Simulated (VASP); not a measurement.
# Hf (Im-3m) in VASP: notebook

Runs on Hf. Level: PBEsol. Tasks: single point.

All numbers are computed with VASP 6.6.1; they aren't measurements. Logs are shortened: lines on timing, memory, paths and dates and some standing lists are left out, and cuts for length are marked.

### Step 1. The cell of the first run

The structure is cubic, space group Im-3m (No. 229). Conventional cell: a = 3.493 Å, b = 3.493 Å, c = 3.493 Å, α = 90.00°, β = 90.00°, γ = 90.00°. Hf (site symmetry m-3m) has 14 Hf at 3.02 to 3.49 Å within 4.0 Å.

### Step 2. Single point, PBEsol

INCAR reads:

```
SYSTEM = Hf
  PREC = Accurate
  ENCUT = 520
  EDIFF = 1E-6
  ISMEAR = -1
  SIGMA = 0.05
  LREAL = .FALSE.
  LASPH = .TRUE.
  NELM = 100
  ALGO = Normal
  ISIF = 2
  LWAVE = .FALSE.
  LCHARG = .FALSE.
  GGA = PS
  NBANDS = 11
```

KPOINTS reads:

```
regular mesh
0
G
  10 10 10
  0 0 0
```

POSCAR reads:

```
Hf
1.0
   -1.7463737989      1.7463737989      1.7463737989
    1.7463737989     -1.7463737989      1.7463737989
    1.7463737989      1.7463737989     -1.7463737989
Hf
1
Direct
    0.0000000000      0.0000000000      0.0000000000
```

Potentials or basis: VASP PAW PBE potentials, release 64 (Hf_pv).

On the command line:

```
> cat potpaw_PBE.64/Hf_pv/POTCAR > POTCAR
> mpirun -np 1 vasp_std > vasp.out
```

OUTCAR:

```text
SYSTEM = Hf
   PREC = Accurate
   ENCUT = 520
   EDIFF = 1E-6
   ISMEAR = -1
   LREAL = .FALSE.
   LASPH = .TRUE.
   NELM = 100
   ISIF = 2
   GGA = PS

 ion  position               nearest neighbor table
   1  0.000  0.000  0.000-

  LATTYP: Found a body centered cubic cell.
 ALAT       =     3.4927475978

  Lattice vectors:

 A1 = (  -1.7463737989,   1.7463737989,   1.7463737989)
 A2 = (   1.7463737989,  -1.7463737989,   1.7463737989)
 A3 = (   1.7463737989,   1.7463737989,  -1.7463737989)

Analysis of symmetry for initial positions (statically):
=====================================================================
 Subroutine PRICEL returns:
 Original cell was already a primitive cell.

 Routine SETGRP: Setting up the symmetry group for a
 body centered cubic supercell.

 Subroutine GETGRP returns: Found 48 space group operations
[... 9 lines left out ...]

 Routine SETGRP: Setting up the symmetry group for a
 body centered cubic supercell.

 Subroutine GETGRP returns: Found 48 space group operations
[... 11 lines left out ...]
                                     Primitive cell

  volume of cell :      21.3045

  direct lattice vectors                    reciprocal lattice vectors
    -1.746373799  1.746373799  1.746373799     0.000000000  0.286307548  0.286307548
     1.746373799 -1.746373799  1.746373799     0.286307548  0.000000000  0.286307548
     1.746373799  1.746373799 -1.746373799     0.286307548  0.286307548  0.000000000

  length of vectors
     3.024808149  3.024808149  3.024808149     0.404900017  0.404900017  0.404900017

  position of ions in fractional coordinates (direct lattice)
     0.000000000  0.000000000  0.000000000

  ion indices of the primitive-cell ions
   primitive index   ion index
                 1           1

----------------------------------------------------------------------------------------

 KPOINTS: regular mesh

Automatic generation of k-mesh.
 Grid dimensions read from file:
 generate k-points for:   10   10   10

 Generating k-lattice:

  Cartesian coordinates                     Fractional coordinates (reciprocal lattice)
     0.000000000  0.028630755  0.028630755     0.100000000  0.000000000  0.000000000
     0.028630755  0.000000000  0.028630755     0.000000000  0.100000000  0.000000000
     0.028630755  0.028630755  0.000000000     0.000000000  0.000000000  0.100000000

  Length of vectors
     0.040490002  0.040490002  0.040490002

  Shift w.r.t. Gamma in fractional coordinates (k-lattice)
     0.000000000  0.000000000  0.000000000

 Subroutine IBZKPT returns following result:
 ===========================================

 Found     47 irreducible k-points:

 Following reciprocal coordinates:
            Coordinates               Weight
  0.000000  0.000000  0.000000      1.000000
  0.100000  0.000000  0.000000     12.000000
  0.200000  0.000000  0.000000     12.000000
  0.300000  0.000000  0.000000     12.000000
  0.400000  0.000000  0.000000     12.000000
  0.500000  0.000000  0.000000      6.000000
[... 16 lines left out ...]
  0.300000  0.300000  0.100000      8.000000
 -0.300000  0.300000  0.100000     24.000000
 [... further k-points ...]
   k-points           NKPTS =     47   k-points in BZ     NKDIM =     47   number of bands    NBANDS=     11
   number of dos      NEDOS =    301   number of ions     NIONS =      1
   total plane-waves  NPLWV =  13824
   dimension x,y,z NGX =    24 NGY =   24 NGZ =   24
   dimension x,y,z NGXF=    48 NGYF=   48 NGZF=   48
   ions per type =               1
   NGX,Y,Z   is equivalent  to a cutoff of  13.19, 13.19, 13.19 a.u.
   NGXF,Y,Z  is equivalent  to a cutoff of  26.38, 26.38, 26.38 a.u.
 SYSTEM =  Hf
   PREC   = accura    normal or accurate (medium, high low for compatibility)
   ISTART =      0    job   : 0-new  1-cont  2-samecut
   ICHARG =      2    charge: 1-file 2-atom 10-const
   ISPIN  =      1    spin polarized calculation?
   LNONCOLLINEAR =      F non collinear calculations
   LSORBIT =      F    spin-orbit coupling
   LASPH  =      T    aspherical Exc in radial PAW
   ENCUT  =  520.0 eV  38.22 Ry    6.18 a.u.   5.62  5.62  5.62*2*pi/ulx,y,z
   NELM   =    100;   NELMIN=  2; NELMDL= -5     # of ELM steps
   EDIFF  = 0.1E-05   stopping-criterion for ELM
   LREAL  =      F    real-space projection
   EDIFFG = 0.1E-04   stopping-criterion for IOM
   NSW    =      0    number of steps for IOM
   IBRION =     -1    ionic relax: 0-MD 1-quasi-New 2-CG
   NFREE  =      0    steps in history (QN), initial steepest desc. (CG)
   ISIF   =      2    stress and relaxation
   ISYM   =      2    0-nonsym 1-usesym 2-fastsym
   POTIM  = 0.5000    time-step for ionic-motion
   TEBEG  =    0.0;   TEEND  =   0.0 temperature during run
   PSTRESS=    0.0 pullay stress
   NELECT =      10.0000    total number of electrons
   NUPDOWN=      -1.0000    fix difference up-down
   EMIN   =  10.00;   EMAX   =-10.00  energy-range for DOS
   EFERMI =   0.00;   METHOD = LEGACY
   ISMEAR =    -1;   SIGMA  =   0.05  broadening in eV -4-tet -1-fermi 0-gaus
   EFERMI_NEDOS =   21; number of points for ismear=-14 and -15
   IALGO  =     38    algorithm
   IMIX   =      4    mixing-type and parameters
     AMIX     =   0.40;   BMIX     =  1.00
     AMIX_MAG =   1.60;   BMIX_MAG =  1.00
  volume/ion in A,a.u.               =      21.30       143.77
  Fermi-wavevector in a.u.,A,eV,Ry     =   1.272285  2.404269 22.023863  1.618708
  Thomas-Fermi vector in A             =   2.405171
   LORBIT       =      0    0 simple, 1 ext, 2 COOP (PROOUT), +10 PAW based schemes
   GGA     = PS    functional components
   LHFCALC =     F    Hartree Fock is set to
   AEXX    =    0.0000 exact exchange contribution
   IVDW    =     0    specifies the selected vdW correction
   LEPSILON=     F    determine dielectric tensor
   LRPA    =     F    only Hartree local field effects (RPA)
 non-spin polarized calculation
  energy-cutoff  :      520.00
  volume of cell :       21.30
 maximum number of plane-waves:       603
   NGX = 11   NGY = 11   NGZ = 11

 number of electron      10.0000000 magnetization

 number of electron       9.9999998 magnetization

 Free energy of the ion-electron system (eV)
  ---------------------------------------------------
  ext. energy  EPLUGINS =         0.00000000
  ---------------------------------------------------
  free energy    TOTEN  =       -10.34260826 eV

  energy without entropy =      -10.32930155  energy(sigma->0) =      -10.33595491

 E-fermi :   4.7645     XC(G=0): -11.6160

 val. band max:        4.7640040510   @ k =   0.3000   0.0000   0.0000
 cond. band min:       4.7985826594   @ k =   0.3000   0.2000   0.0000
 fundamental gap:      0.0345786084
 Fermi energy:         4.7645035686

 k-point     1 :       0.0000    0.0000    0.0000
  band No.  band energies     occupation
      1     -24.8430      2.00000
      2     -24.8430      2.00000
      3     -24.8430      2.00000
      4      -2.4526      2.00000
      5       6.2933      0.00000
      6       6.2933      0.00000
      7       6.2933      0.00000
      8       9.2321      0.00000
      9       9.2321      0.00000
     10      18.3038      0.00000
     11      18.3038      0.00000

 k-point     2 :       0.1000    0.0000    0.0000
  band No.  band energies     occupation
      1     -24.9428      2.00000
      2     -24.8737      2.00000
      3     -24.8435      2.00000
      4      -2.0643      2.00000
      5       6.0242      0.00000
      6       6.1695      0.00000
      7       6.6805      0.00000
      8       8.8420      0.00000
      9       9.2293      0.00000
     10      18.1737      0.00000
     11      18.6627      0.00000

 k-point     3 :       0.2000    0.0000    0.0000
  band No.  band energies     occupation
      1     -25.1961      2.00000
      2     -24.9531      2.00000
      3     -24.8449      2.00000
      4      -1.0188      2.00000
      5       5.4064      0.00001
      6       5.6210      0.00000
      7       7.8075      0.00000
      8       8.5865      0.00000
      9       9.2933      0.00000
     10      18.1698      0.00000
     11      18.9965      0.00000

 k-point     4 :       0.3000    0.0000    0.0000
  band No.  band energies     occupation
      1     -25.4947      2.00000
      2     -25.0496      2.00000
      3     -24.8468      2.00000
      4       0.2668      2.00000
      5       4.7640      1.00500
      6       5.0891      0.00303
      7       8.8929      0.00000
      8       9.5334      0.00000
      9       9.5563      0.00000
     10      17.7431      0.00000
     11      18.1246      0.00000

 k-point     5 :       0.4000    0.0000    0.0000
  band No.  band energies     occupation
      1     -25.7259      2.00000
      2     -25.1263      2.00000
      3     -24.8483      2.00000
      4       1.0557      2.00000
      5       4.3123      1.99976
      6       5.4485      0.00000
      7       9.1552      0.00000
      8       9.9169      0.00000
      9      11.6077      0.00000
     10      16.1625      0.00000
     11      16.4723      0.00000
[... 211 lines left out ...]
 k-point    21 :       0.3000    0.2000    0.1000
  band No.  band energies     occupation
      1     -25.6148      2.00000
      2     -25.2802      2.00000
      3     -25.0217      2.00000
      4       2.8235      2.00000
      5       3.9728      2.00000
      6       4.6697      1.73899
      7       9.7250      0.00000
      8      10.1709      0.00000
      9      12.8534      0.00000
     10      14.5709      0.00000
     11      17.2777      0.00000

 k-point    22 :      -0.2000    0.2000    0.1000
  band No.  band energies     occupation
      1     -25.1975      2.00000
      2     -24.9856      2.00000
      3     -24.9215      2.00000
      4      -0.6657      2.00000
      5       5.7148      0.00000
      6       5.7183      0.00000
      7       7.3798      0.00000
      8       7.6733      0.00000
      9       9.9965      0.00000
     10      18.1650      0.00000
     11      19.3689      0.00000

 k-point    23 :       0.3000    0.3000    0.1000
  band No.  band energies     occupation
      1     -25.4602      2.00000
      2     -25.4602      2.00000
      3     -25.0517      2.00000
      4       3.2656      2.00000
      5       4.3043      1.99980
      6       4.3043      1.99980
      7      10.0709      0.00000
      8      10.0709      0.00000
      9      11.7184      0.00000
     10      16.1240      0.00000
     11      16.1240      0.00000

 k-point    24 :      -0.3000    0.3000    0.1000
  band No.  band energies     occupation
      1     -25.4811      2.00000
      2     -25.0837      2.00000
      3     -24.9198      2.00000
      4       0.6059      2.00000
      5       4.9410      0.05698
      6       5.1212      0.00159
      7       7.8320      0.00000
      8       9.4170      0.00000
      9      10.1217      0.00000
     10      17.3558      0.00000
     11      18.1895      0.00000

 [... further k-points ...]
[... 5 lines left out ...]
  --------------------------------------------------------------------------------------
  -------------------------------------------------------------------------------------
  Total       -0.0342661     -0.0342661     -0.0342661      0.0000000      0.0000000     -0.0000000
  in kB       -2.5769361     -2.5769361     -2.5769361      0.0000000      0.0000000     -0.0000000
  external PRESSURE =      -2.5769361 kB  Pullay stress =       0.0000000 kB

 VOLUME and BASIS-vectors are now :
 -----------------------------------------------------------------------------
  energy-cutoff  :      520.00
  volume of cell :       21.30
      direct lattice vectors                 reciprocal lattice vectors
    -1.746373799  1.746373799  1.746373799     0.000000000  0.286307548  0.286307548
     1.746373799 -1.746373799  1.746373799     0.286307548  0.000000000  0.286307548
     1.746373799  1.746373799 -1.746373799     0.286307548  0.286307548  0.000000000

 POSITION                                       TOTAL-FORCE (eV/Angst)
 -----------------------------------------------------------------------------------
      0.00000      0.00000      0.00000         0.000000      0.000000      0.000000
 -----------------------------------------------------------------------------------
    total drift:                               -0.000000      0.000000      0.000000

  FREE ENERGIE OF THE ION-ELECTRON SYSTEM (eV)
  ---------------------------------------------------
  free  energy   TOTEN  =       -10.3426082620 eV

  energy  without entropy=      -10.3293015543  energy(sigma->0) =      -10.33595491
```

Run time: 12 s. Hardware: 1 thread of AMD EPYC 7R43 (Zen 3), shared host; peak memory 0.11 GiB.

What came out:

```
Free energy            : -10.3426 eV
Pressure               : -0.3 GPa
Band gap on the k mesh : zero (band 5 reaches 6.29 eV, above the bottom of band 6 at 3.95 eV)
```

Caveat: the PAW data sets were made with another functional, which shifts forces and pressure a little; spin-orbit coupling is left out, which moves the levels of the heavy elements.

### Step 3. Single point, PBEsol

This run uses another cell than the first one, of 20.91 Å³/atom, 0.982 times its volume.

INCAR reads:

```
SYSTEM = Hf
PREC = Accurate
ENCUT = 520
EDIFF = 1E-6
ISMEAR = -1
SIGMA = 0.05
LREAL = .False.
LASPH = .True.
NELM = 80
ALGO = Normal
ISIF = 2
LWAVE = .False.
LCHARG = .False.
GGA = PS
NBANDS = 11
```

KPOINTS reads:

```
regular mesh
0
Gamma
  10 10 10
  0 0 0
```

POSCAR reads:

```
Hf
1.0
   -1.7356607237      1.7356607237      1.7356607237
    1.7356607237     -1.7356607237      1.7356607237
    1.7356607237      1.7356607237     -1.7356607237
Hf
1
Direct
    0.0000000000      0.0000000000      0.0000000000
```

Potentials or basis: VASP PAW PBE potentials, release 64 (Hf_pv).

On the command line:

```
> cat potpaw_PBE.64/Hf_pv/POTCAR > POTCAR
> mpirun -np 1 vasp_std > vasp.out
```

Wall time 10 s (1 thread of AMD EPYC 7R43 (Zen 3), shared host); peak memory 0.11 GiB.

Results (log left out):

| Quantity | Value |
| --- | --- |
| Free energy | -10.3407 eV |
| Pressure | 1.8 GPa |
| Band gap on the k mesh | zero (band 5 reaches 6.43 eV, above the bottom of band 6 at 4.06 eV) |

Levels at points of the mesh, in eV from the Fermi level:
```
           k point  band 2  band 3  band 4  band 5  band 6  band 7  band 8  band 9
(0.00, 0.00, 0.00)  -29.54  -29.54   -7.28    1.54    1.54    1.54    4.53    4.53
(0.50, 0.00, 0.00)  -29.87  -29.55   -3.62   -0.65    1.35    4.39    5.47    8.21
(0.50, 0.50, 0.50)  -30.25  -30.25   -2.90   -2.90    7.28    7.28    7.28    7.76
```

Caveat: the PAW data sets were made with another functional, which shifts forces and pressure a little; spin-orbit coupling is left out, which moves the levels of the heavy elements.
